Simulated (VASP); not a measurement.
# SnO2 (Imm2) in VASP: single point with PBE

Aim: the single point of SnO2 with PBE.

Program: VASP 6.6.1. These are calculated values, not measurements. Logs are shortened: lines on timing, memory, paths and dates and some standing lists are left out, and cuts for length are marked.

## (1) The cell of the first run

The structure is orthorhombic, space group Imm2 (No. 44). Conventional cell: a = 4.053 Å, b = 4.053 Å, c = 10.361 Å, α = 90.00°, β = 90.00°, γ = 90.00°. Within 2.7 Å of Sn (site symmetry mm2) lie 6 O at 2.03 to 2.10 Å. Sn (site symmetry mm2) has 6 O at 2.09 to 2.68 Å within 2.8 Å. O (site symmetry mm2) has 3 Sn at 2.03 to 2.68 Å within 2.7 Å. O (site symmetry mm2) has 3 Sn at 2.09 to 2.10 Å within 2.8 Å. O (site symmetry mm2) has 3 Sn at 2.09 to 2.10 Å and 2 O at 2.58 Å within 2.8 Å. O (site symmetry mm2) has 3 Sn at 2.09 to 2.10 Å and 2 O at 2.58 Å within 2.8 Å.

## (2) Single point, PBE (atom 3 (O) moved by +0.000 Å along [0 1 0] and -0.587 Å along [0 0 1])

INCAR

```
SYSTEM = SnO2
ALGO = Normal ; EDIFF = 1E-6
ENCUT = 520 ; GGA = PE
ISIF = 2 ; ISMEAR = 0
LASPH = .True. ; LCHARG = .False.
LREAL = .False. ; LWAVE = .False.
NBANDS = 35 ; NELM = 60
PREC = Accurate ; SIGMA = 0.05
```

KPOINTS

```
k-points
0
Gamma
  10 10 10
  0 0 0
```

POSCAR

```
SnO2
1.0
   -2.0262505044      2.0262505044      5.1806864801
    2.0262505044     -2.0262505044      5.1806864801
    2.0262505044      2.0262505044     -5.1806864801
Sn O
2 4
Direct
    0.7500000000      0.2500000000      0.5000000000
    0.0000000000      0.0000000000      0.0000000000
    0.7409742737      0.7409742737      0.0000000000
    0.9524019562      0.4524019562      0.5000000000
    0.2024019562      0.2024019562      0.0000000000
    0.5475980438      0.0475980438      0.5000000000
```

Potentials or basis: VASP PAW PBE potentials, release 64 (Sn_d, O).

On the command line:

```sh
$ cat potpaw_PBE.64/Sn_d/POTCAR potpaw_PBE.64/O/POTCAR > POTCAR
$ mpirun -np 1 vasp_std > vasp.out
```

OUTCAR:

```text
SYSTEM = SnO2
   EDIFF = 1E-6
   ENCUT = 520
   GGA = PE
   ISIF = 2
   ISMEAR = 0
   LASPH = .True.
   LREAL = .False.
   NELM = 60
   PREC = Accurate

 ion  position               nearest neighbor table
   1  0.750  0.250  0.500-   3 2.03   3 2.03   5 2.09   5 2.09   4 2.10   6 2.10   2 3.29   2 3.29
                             2 3.29   2 3.29
   2  0.000  0.000  0.000-   6 2.09   4 2.09   6 2.09   4 2.09   5 2.10   3 2.68   1 3.29   1 3.29
                             1 3.29   1 3.29
   3  0.741  0.741  0.000-   1 2.03   1 2.03   2 2.68
   4  0.952  0.452  0.500-   2 2.09   2 2.09   1 2.10
   5  0.202  0.202  0.000-   1 2.09   1 2.09   2 2.10
   6  0.548  0.048  0.500-   2 2.09   2 2.09   1 2.10

  LATTYP: Found a body centered tetragonal cell.
 ALAT       =     4.0525010088
 C/A-ratio  =     2.5567847948

  Lattice vectors:

 A1 = (  -2.0262505044,   2.0262505044,   5.1806864801)
 A2 = (   2.0262505044,  -2.0262505044,   5.1806864801)
 A3 = (   2.0262505044,   2.0262505044,  -5.1806864801)

Analysis of symmetry for initial positions (statically):
=====================================================================
 Subroutine PRICEL returns:
 Original cell was already a primitive cell.

 Routine SETGRP: Setting up the symmetry group for a
 body centered tetragonal supercell.

 Subroutine GETGRP returns: Found  4 space group operations
 (whereof  4 operations were pure point group operations)
 out of a pool of 16 trial point group operations.

The static configuration has the point symmetry C_2v.

Analysis of symmetry for dynamics (positions and initial velocities):
=====================================================================
 Subroutine PRICEL returns:
 Original cell was already a primitive cell.

 Routine SETGRP: Setting up the symmetry group for a
 body centered tetragonal supercell.

 Subroutine GETGRP returns: Found  4 space group operations
 (whereof  4 operations were pure point group operations)
 out of a pool of 16 trial point group operations.

The dynamic configuration has the point symmetry C_2v.

 Subroutine INISYM returns: Found  4 space group operations
 (whereof  4 operations are pure point group operations),
 and found     1 'primitive' translations

----------------------------------------------------------------------------------------

[... 96 lines left out ...]
   LSORBIT =      F    spin-orbit coupling
   LASPH  =      T    aspherical Exc in radial PAW
   ENCUT  =  520.0 eV  38.22 Ry    6.18 a.u.  11.01 11.01 11.01*2*pi/ulx,y,z
   NELM   =     60;   NELMIN=  2; NELMDL= -5     # of ELM steps
   EDIFF  = 0.1E-05   stopping-criterion for ELM
   LREAL  =      F    real-space projection
   EDIFFG = 0.1E-04   stopping-criterion for IOM
   NSW    =      0    number of steps for IOM
   IBRION =     -1    ionic relax: 0-MD 1-quasi-New 2-CG
   NFREE  =      0    steps in history (QN), initial steepest desc. (CG)
   ISIF   =      2    stress and relaxation
   ISYM   =      2    0-nonsym 1-usesym 2-fastsym
   POTIM  = 0.5000    time-step for ionic-motion
   TEBEG  =    0.0;   TEEND  =   0.0 temperature during run
   PSTRESS=    0.0 pullay stress
   NELECT =      52.0000    total number of electrons
   NUPDOWN=      -1.0000    fix difference up-down
   EMIN   =  10.00;   EMAX   =-10.00  energy-range for DOS
   EFERMI =   0.00;   METHOD = LEGACY
   ISMEAR =     0;   SIGMA  =   0.05  broadening in eV -4-tet -1-fermi 0-gaus
   EFERMI_NEDOS =   21; number of points for ismear=-14 and -15
   IALGO  =     38    algorithm
   IMIX   =      4    mixing-type and parameters
     AMIX     =   0.40;   BMIX     =  1.00
     AMIX_MAG =   1.60;   BMIX_MAG =  1.00
  volume/ion in A,a.u.               =      14.18        95.69
  Fermi-wavevector in a.u.,A,eV,Ry     =   1.389307  2.625409 26.261594  1.930173
  Thomas-Fermi vector in A             =   2.513350
   LORBIT       =      0    0 simple, 1 ext, 2 COOP (PROOUT), +10 PAW based schemes
   GGA     = PE    functional components
   LHFCALC =     F    Hartree Fock is set to
   AEXX    =    0.0000 exact exchange contribution
   IVDW    =     0    specifies the selected vdW correction
   LEPSILON=     F    determine dielectric tensor
   LRPA    =     F    only Hartree local field effects (RPA)
 non-spin polarized calculation
 Gauss-broadening in eV      SIGMA  =   0.05
  energy-cutoff  :      520.00
  volume of cell :       85.08
 maximum number of plane-waves:      2310
 NGX is ok and might be reduce to    48
   NGX = 21   NGY = 21   NGZ = 21

 number of electron      52.0000001 magnetization

 Free energy of the ion-electron system (eV)
  ---------------------------------------------------
  ext. energy  EPLUGINS =         0.00000000
  ---------------------------------------------------
  free energy    TOTEN  =       -35.86995878 eV

  energy without entropy =      -35.86987781  energy(sigma->0) =      -35.86991830

 E-fermi :   4.5712     XC(G=0): -10.1729

 val. band max:        4.5105752571   @ k =   0.3000   0.3000   0.2000
 cond. band min:       4.5852787266   @ k =   0.0000   0.0000   0.0000
 fundamental gap:      0.0747034695
 Fermi energy:         4.5711514363

 k-point     1 :       0.0000    0.0000    0.0000
  band No.  band energies     occupation
      1     -17.1016      2.00000
      2     -16.8901      2.00000
      3     -16.5032      2.00000
      4     -16.4849      2.00000
      5     -16.4598      2.00000
      6     -16.3467      2.00000
[... 901 lines left out ...]
     34      14.6381      0.00000
     35      15.7044      0.00000

 [... further k-points ...]
[... 5 lines left out ...]
  --------------------------------------------------------------------------------------
  -------------------------------------------------------------------------------------
  Total        0.8025142     -0.1790785     -1.6310511      0.0000000      0.0000000      0.0000000
  in kB       15.1122704     -3.3722563    -30.7145790      0.0000000      0.0000000      0.0000000
  external PRESSURE =      -6.3248550 kB  Pullay stress =       0.0000000 kB

 VOLUME and BASIS-vectors are now :
 -----------------------------------------------------------------------------
  energy-cutoff  :      520.00
  volume of cell :       85.08
      direct lattice vectors                 reciprocal lattice vectors
    -2.026250504  2.026250504  5.180686480     0.000000000  0.246761197  0.096512306
     2.026250504 -2.026250504  5.180686480     0.246761197  0.000000000  0.096512306
     2.026250504  2.026250504 -5.180686480     0.246761197  0.246761197  0.000000000

 POSITION                                       TOTAL-FORCE (eV/Angst)
 -----------------------------------------------------------------------------------
      0.00000      2.02625      2.59034        -0.000000     -0.000000     -0.773791
      0.00000      0.00000      0.00000         0.000000      0.000000      0.738825
      0.00000      0.00000      7.67751         0.000000      0.000000      2.523307
      0.00000      2.02625      4.68751        -0.000000     -0.000000     -0.965407
      0.00000      0.00000      2.09716         0.000000     -0.000000     -0.137235
      0.00000      2.02625      0.49318        -0.000000     -0.000000     -1.385699
 -----------------------------------------------------------------------------------
    total drift:                                0.000000      0.000000     -0.000178

  FREE ENERGIE OF THE ION-ELECTRON SYSTEM (eV)
  ---------------------------------------------------
  free  energy   TOTEN  =       -35.8699587825 eV

  energy  without entropy=      -35.8698778082  energy(sigma->0) =      -35.86991830
```

OSZICAR:

```text
N       E                     dE             d eps       ncg     rms          rms(c)
DAV:   1     0.646593385004E+03    0.64659E+03   -0.25513E+04 13073   0.220E+03
DAV:   2     0.624287098608E+02   -0.58416E+03   -0.55106E+03 13146   0.609E+02
DAV:   3    -0.370527019186E+02   -0.99481E+02   -0.97585E+02 12981   0.209E+02
DAV:   4    -0.424188341346E+02   -0.53661E+01   -0.53259E+01 14996   0.537E+01
DAV:   5    -0.425653083588E+02   -0.14647E+00   -0.14624E+00 14663   0.926E+00    0.159E+01
DAV:   6    -0.358215614385E+02    0.67437E+01   -0.20647E+01 19162   0.725E+01    0.614E+00
DAV:   7    -0.359163672902E+02   -0.94806E-01   -0.25434E+00 13061   0.926E+00    0.332E+00
DAV:   8    -0.358763727899E+02    0.39995E-01   -0.20707E-01 17814   0.450E+00    0.116E+00
DAV:   9    -0.358694561403E+02    0.69166E-02   -0.40102E-02 18474   0.214E+00    0.304E-01
DAV:  10    -0.358692708965E+02    0.18524E-03   -0.14226E-02 17532   0.102E+00    0.135E-01
DAV:  11    -0.358697876384E+02   -0.51674E-03   -0.18191E-03 15347   0.439E-01    0.574E-02
DAV:  12    -0.358699341282E+02   -0.14649E-03   -0.23876E-04 13634   0.129E-01    0.254E-02
DAV:  13    -0.358699509659E+02   -0.16838E-04   -0.42002E-05 16911   0.647E-02    0.144E-02
DAV:  14    -0.358699586284E+02   -0.76625E-05   -0.13486E-05 14563   0.314E-02    0.335E-03
DAV:  15    -0.358699587825E+02   -0.15413E-06   -0.16278E-06 11423   0.117E-02
   1 F= -.35869959E+02 E0= -.35869918E+02  d E =-.809743E-04
```

Wall time 13 min (1 thread of Intel Xeon Platinum 8488C (Sapphire Rapids), shared host); peak memory 0.59 GiB.

Results:

```yaml
Free_energy: -35.8700 eV
Pressure: -0.6 GPa
Largest_force: 2.523 eV/Å
Band_gap_on_the_k_mesh: 0.07 eV, indirect (least direct gap 0.73 eV)
```

Forces in eV/Å, atoms in the order of the input:
```
Sn   0.000  0.000 -0.774
Sn   0.000  0.000  0.739
O    0.000  0.000  2.523
O    0.000  0.000 -0.965
O    0.000  0.000 -0.137
O    0.000  0.000 -1.386
```

Stress tensor (GPa, compression positive):
```
 1.51  0.00  0.00
 0.00 -0.34  0.00
 0.00  0.00 -3.07
```

Caveat: the cell differs from its parent crystal (atom 3 (O) moved by +0.000 Å along [0 1 0] and -0.587 Å along [0 0 1]); spin-orbit coupling is left out, which moves the levels of the heavy elements; forces of over 1 eV/Å act on the atoms, so gaps and moduli don't describe the material at rest. A k mesh can miss the band edges.
